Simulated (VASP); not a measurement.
# CdSe: single point with RPBE

The system is CdSe.

```
Cd Se
1.0
     0.00000    3.14315    3.14315
     3.14315    0.00000    3.14315
     3.14315    3.14315    0.00000
Cd Se
1 1
Direct
  0.00000 0.00000 0.00000
  0.75000 0.75000 0.75000
```

| Quantity | Value |
| --- | --- |
| Program | VASP 6.6.1 |
| Task | single point |
| Functional | RPBE |
| Potentials or basis | VASP PAW PBE potentials, release 64 (Cd, Se) |
| Cutoff | 520 eV |
| k mesh | 5 × 5 × 5 |
| Occupations | gaussian, width 0.01 eV |
| Spin | no spin polarisation |
| Dipole correction | no |
| Further INCAR settings | ALGO = Normal; EDIFF = 1e-06; NBANDS = 16 |

```
Pressure               : 0.2 GPa
Band gap on the k mesh : 0.57 eV, direct
```

Levels at points of the mesh, in eV from the valence-band top:
```tsv
k point	band 6	band 7	band 8	band 9	band 10	band 11	band 12	band 13
(0.00, 0.00, 0.00)	-7.40	0.00	0.00	0.00	0.57	5.99	5.99	5.99
```

Run time: 21 s on 1 thread of AMD EPYC 7R13, with other jobs on the host, peak memory 0.17 GiB.

Caveat: the PAW data sets were made with another functional, which shifts forces and pressure a little. Expect the measured gap to be larger: semilocal functionals such as RPBE lack the derivative discontinuity.
